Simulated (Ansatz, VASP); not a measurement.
Ti8C5: VASP beside Ansatz

Contents of POSCAR:

```
Ti8C5
1.0
    3.0604855000      1.7669721273      4.9504814817
   -3.0604855000      1.7669721273      4.9504814817
    0.0000000000     -3.5339442546      4.9504814817
Ti C
8 5
Direct
    0.2497241165      0.7636283380      0.2497241165
    0.2497241165      0.2497241165      0.7636283380
    0.7636283380      0.2497241165      0.2497241165
    0.2363716620      0.7502758835      0.7502758835
    0.7502758835      0.2363716620      0.7502758835
    0.7502758835      0.7502758835      0.2363716620
    0.2442004766      0.2442004766      0.2442004766
    0.7557995234      0.7557995234      0.7557995234
    0.0000000000      0.0000000000      0.5000000000
    0.5000000000      0.0000000000      0.0000000000
    0.0000000000      0.5000000000      0.0000000000
    0.5000000000      0.5000000000      0.5000000000
    0.0000000000      0.0000000000      0.0000000000
```

INCAR.step1

```
PREC     = Accurate       # precision mode
ENCUT    = 520            # plane-wave cutoff, eV
ISMEAR   = 0              # smearing method
SIGMA    = 0.1            # smearing width, eV
LREAL    = False          # projectors in reciprocal space
LASPH    = True           # aspherical terms in the spheres
NELM     = 60             # most SCF steps
NBANDS   = 70             # bands
GGA      = PE             # functional
ALGO     = Normal         # electronic algorithm
EDIFF    = 1E-4           # SCF threshold, eV
LWAVE    = True           # write WAVECAR
LCHARG   = False          # write CHGCAR
```

File INCAR.step2:

```
PREC     = Accurate       # precision mode
ENCUT    = 520            # plane-wave cutoff, eV
EDIFF    = 1E-6           # SCF threshold, eV
ISMEAR   = 0              # smearing method
SIGMA    = 0.1            # smearing width, eV
LREAL    = False          # projectors in reciprocal space
LASPH    = True           # aspherical terms in the spheres
NELM     = 60             # most SCF steps
ALGO     = Normal         # electronic algorithm
ISIF     = 2              # what is computed and relaxed
LWAVE    = False          # write WAVECAR
LCHARG   = False          # write CHGCAR
METAGGA  = R2SCAN         # meta-GGA
LMIXTAU  = True         
NBANDS   = 70             # bands
ISTART   = 1
```

Contents of KPOINTS:

```
regular mesh
0
Gamma
  6 6 6
```

Input for Ansatz:

```yaml
crystal:
  lattice:
    - [3.0604855, 1.7669721273, 4.9504814817]
    - [-3.0604855, 1.7669721273, 4.9504814817]
    - [0.0, -3.5339442546, 4.9504814817]
  atoms:
    - { symbol: Ti, position: [0.2497241165, 0.763628338, 0.2497241165] }
    - { symbol: Ti, position: [0.2497241165, 0.2497241165, 0.763628338] }
    - { symbol: Ti, position: [0.763628338, 0.2497241165, 0.2497241165] }
    - { symbol: Ti, position: [0.236371662, 0.7502758835, 0.7502758835] }
    - { symbol: Ti, position: [0.7502758835, 0.236371662, 0.7502758835] }
    - { symbol: Ti, position: [0.7502758835, 0.7502758835, 0.236371662] }
    - { symbol: Ti, position: [0.2442004766, 0.2442004766, 0.2442004766] }
    - { symbol: Ti, position: [0.7557995234, 0.7557995234, 0.7557995234] }
    - { symbol: C, position: [0.0, 0.0, 0.5] }
    - { symbol: C, position: [0.5, 0.0, 0.0] }
    - { symbol: C, position: [0.0, 0.5, 0.0] }
    - { symbol: C, position: [0.5, 0.5, 0.5] }
    - { symbol: C, position: [0.0, 0.0, 0.0] }
basis:
  ecutwfc: 500
kpoints:
  mp_grid: { grid: [6, 6, 6] }
  band_path:
    path:
      - [[0.0, 0.0, 0.0], [0.5, 0.5, 0.5], [0.74840096, 0.25159904, 0.5]]
      - [[0.5, -0.25159904, 0.25159904], [0.5, 0.0, 0.0], [0.0, 0.0, 0.0], [0.37579952, -0.37579952, 0.0]]
      - [[0.62420048, 0.0, 0.37579952], [0.5, 0.0, 0.5], [0.0, 0.0, 0.0]]
    npoints: 10
hamiltonian:
  xc: r2scan
scf:
  occupations: { method: gaussian, width: 0.1 }
  n_extra_bands: 32
output:
  forces: true
  stress: true
  eigenvalues: true
  populations: true
  dos: { projected: true, de: 0.02, nscf_kmesh: { grid: [9, 9, 9] } }
  bader: false
  write_density: true
  write_potential: true
  elf: true
  volumetric_format: npy
```

Alike in both runs: task single point; functional r2SCAN; k mesh 6 × 6 × 6; occupations gaussian, width 0.1 eV; no spin polarisation.

|  | VASP | Ansatz |
| --- | --- | --- |
| version | VASP 6.6.1 | Ansatz 0.2.0 |
| potentials or method | VASP PAW PBE potentials, release 64 (Ti_sv, C), cutoff 520 eV | scalar-relativistic, plane waves, PAW |
| valence electrons in the cell | 116 | 116 |

|  | VASP | Ansatz | Ansatz less VASP |
| --- | --- | --- | --- |
| gap on the k mesh at the Fermi level (eV) | none | none | - |
| pressure (GPa) | 0.8 | 0.0 | -0.80 |
| rms of the force components (eV/Å) | 0.037 | 0.000 | -0.0370 |

VASP's potentials were made for PBE, not for r2SCAN. Atom by atom the forces differ by 0.037 eV/Å (rms over components). A gap of «none» marks a metal or a gap that the smearing closes. The functional is the same, so the differences come from potentials, cutoffs and numerics.
